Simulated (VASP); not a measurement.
# Sr (Immm) in VASP: a series of runs, part 2 of 2

VASP 6.6.1. Earlier steps stand in the parts before.

### 4 Single point, PBEsol (strain -0.0100 x Voigt [0, 0, 0, 0, 1, 0])

Contents of INCAR:

```
SYSTEM = Sr
PREC     = Accurate       ! precision mode
ENCUT    = 520            ! plane-wave cutoff, eV
EDIFF    = 1E-6           ! SCF threshold, eV
ISMEAR   = 0              ! smearing method
SIGMA    = 0.03           ! smearing width, eV
LREAL    = .FALSE.        ! projectors in reciprocal space
LASPH    = .TRUE.         ! aspherical terms in the spheres
NELM     = 100            ! most SCF steps
ALGO     = Fast           ! electronic algorithm
ISIF     = 2              ! what is computed and relaxed
LWAVE    = .FALSE.        ! write WAVECAR
LCHARG   = .FALSE.        ! write CHGCAR
GGA      = PS             ! functional
NBANDS   = 11             ! bands
```

Contents of KPOINTS:

```
Automatic mesh
0
G
  10 10 10
  0 0 0
```

Contents of POSCAR:

```
Sr
1.0
   -0.0152117500      3.0423500000      3.0423500000
    3.0271382500      0.0000000000      3.0271382500
    3.0423500000      3.0423500000     -0.0152117500
Sr
1
Direct
    0.0000000000      0.0000000000      0.0000000000
```

Potentials or basis: VASP PAW PBE potentials, release 64 (Sr_sv).

Launch:

```
$ cat potpaw_PBE.64/Sr_sv/POTCAR > POTCAR
$ mpirun -np 1 vasp_std > vasp.out
```

OUTCAR:

```text
SYSTEM = Sr
   PREC = Accurate
   ENCUT = 520
   EDIFF = 1E-6
   ISMEAR = 0
   LREAL = .FALSE.
   LASPH = .TRUE.
   NELM = 100
   ISIF = 2
   GGA = PS

 ion  position               nearest neighbor table
   1  0.000  0.000  0.000-

  LATTYP: Found a body centered orthorhombic cell.
 ALAT       =     4.2810199683
 B/A-ratio  =     1.0100502513
 C/A-ratio  =     1.4213201632

  Lattice vectors:

 A1 = (   3.0423500000,  -3.0423500000,  -0.0152117500)
 A2 = (  -3.0423500000,  -3.0423500000,   0.0152117500)
 A3 = (   0.0152117500,   3.0423500000,  -3.0423500000)

Analysis of symmetry for initial positions (statically):
=====================================================================
 Subroutine PRICEL returns:
 Original cell was already a primitive cell.

 Routine SETGRP: Setting up the symmetry group for a
 body centered orthorhombic supercell.

 Subroutine GETGRP returns: Found  8 space group operations
 (whereof  8 operations were pure point group operations)
 out of a pool of  8 trial point group operations.

The static configuration has the point symmetry D_2h.

Analysis of symmetry for dynamics (positions and initial velocities):
[... 169 lines left out ...]
      3     -17.0715      2.00000
      4     -17.0708      2.00000
      5      -2.2051      2.00000
      6       3.6855      0.00000
      7       3.7231      0.00000
      8       3.7636      0.00000
      9       5.1614      0.00000
     10       5.1618      0.00000
     11       8.4592      0.00000
[... 309 lines left out ...]
 k-point    24 :      -0.3000    0.2000    0.0000
  band No.  band energies     occupation
      1     -35.1542      2.00000
      2     -17.2091      2.00000
      3     -17.1408      2.00000
      4     -17.0965      2.00000
      5       0.0643      2.00000
      6       2.0737      0.00000
      7       2.8327      0.00000
      8       4.0771      0.00000
      9       5.1139      0.00000
     10       6.3917      0.00000
     11       7.1788      0.00000

 [... further k-points ...]

------------------------ aborting loop because EDIFF is reached ----------------------------------------

  FORCE on cell =-STRESS in cart. coord.  units (eV):
  Direction    XX          YY          ZZ          XY          YZ          ZX
  --------------------------------------------------------------------------------------
  -------------------------------------------------------------------------------------
  Total       -0.3178677     -0.3118126     -0.3178677     -0.0000000      0.0000000      0.0116315
  in kB       -9.0429536     -8.8706935     -9.0429536     -0.0000000      0.0000000      0.3309021
  external PRESSURE =      -8.9855336 kB  Pullay stress =       0.0000000 kB

 VOLUME and BASIS-vectors are now :
 -----------------------------------------------------------------------------
  energy-cutoff  :      520.00
  volume of cell :       56.32
      direct lattice vectors                 reciprocal lattice vectors
    -0.015211750  3.042350000  3.042350000    -0.163528995  0.164346640  0.163528995
     3.027138250  0.000000000  3.027138250     0.165172502 -0.164346640  0.165172502
     3.042350000  3.042350000 -0.015211750     0.163528995  0.164346640 -0.163528995

 POSITION                                       TOTAL-FORCE (eV/Angst)
 -----------------------------------------------------------------------------------
      0.00000      0.00000      0.00000         0.000000      0.000000     -0.000000
 -----------------------------------------------------------------------------------
    total drift:                                0.000000      0.000000      0.000000

  FREE ENERGIE OF THE ION-ELECTRON SYSTEM (eV)
  ---------------------------------------------------
  free  energy   TOTEN  =        -1.8251575032 eV

  energy  without entropy=       -1.8239691295  energy(sigma->0) =       -1.82456332
```

stdout:

```text
POSCAR found type information on POSCAR Sr
 POSCAR found :  1 types and       1 ions
 scaLAPACK will be used
 -----------------------------------------------------------------------------
|                                                                             |
|                                                                             |
|     You enforced a specific xc type in the INCAR file but a different       |
|     I HOPE YOU KNOW WHAT YOU ARE DOING!                                     |
|                                                                             |
 -----------------------------------------------------------------------------

 LDA part: xc-table for (Slater+PW92), standard interpolation
 POSCAR, INCAR and KPOINTS ok, starting setup
 FFT: planning ... GRIDC
 FFT: planning ... GRID_SOFT
 FFT: planning ... GRID
 WAVECAR not read
 entering main loop
WARNING in EDDRMM: call to ZHEGV failed, returncode =   6  3      5
WARNING in EDDRMM: call to ZHEGV failed, returncode =   6  3      5
WARNING in EDDRMM: call to ZHEGV failed, returncode =   8  4      7
WARNING in EDDRMM: call to ZHEGV failed, returncode =   6  3      5
```

Wall time 28 s (1 thread of Intel Xeon 6975P-C (Granite Rapids), shared host); peak memory 0.25 GiB.

Results:

```yaml
Free_energy: -1.8252 eV
Pressure: -0.9 GPa
Band_gap_on_the_k_mesh: zero (bands 5 and 6 overlap by 0.07 eV)
```

Caveat: the cell differs from its parent crystal (strain -0.0100 x Voigt [0, 0, 0, 0, 1, 0]); the PAW data sets were made with another functional, which shifts forces and pressure a little.

### 5 Summary

```csv
cell,gap on the mesh (eV),pressure (GPa)
"a = 4.303, b = 4.260 Å, angles 60.3, 60.7, 60.3°, 1 atom",none,-0.9
"a = 4.303, b = 4.335 Å, angles 59.8, 59.5, 59.8°, 1 atom",none,-0.9
"a = 4.303, b = 4.281 Å, angles 60.2, 60.3, 60.2°, 1 atom",none,-0.9
```

Alike in all rows: task single point; level PBEsol; potentials or basis VASP PAW PBE potentials, release 64 (Sr_sv); no spin polarisation; k mesh 10 × 10 × 10; cutoff (eV) 520; smearing gaussian 0.03 eV.

Caveats: the PAW data sets were made with another functional, which shifts forces and pressure a little.

Total energies depend on the potentials used, so only differences within one code and one set of settings carry meaning.
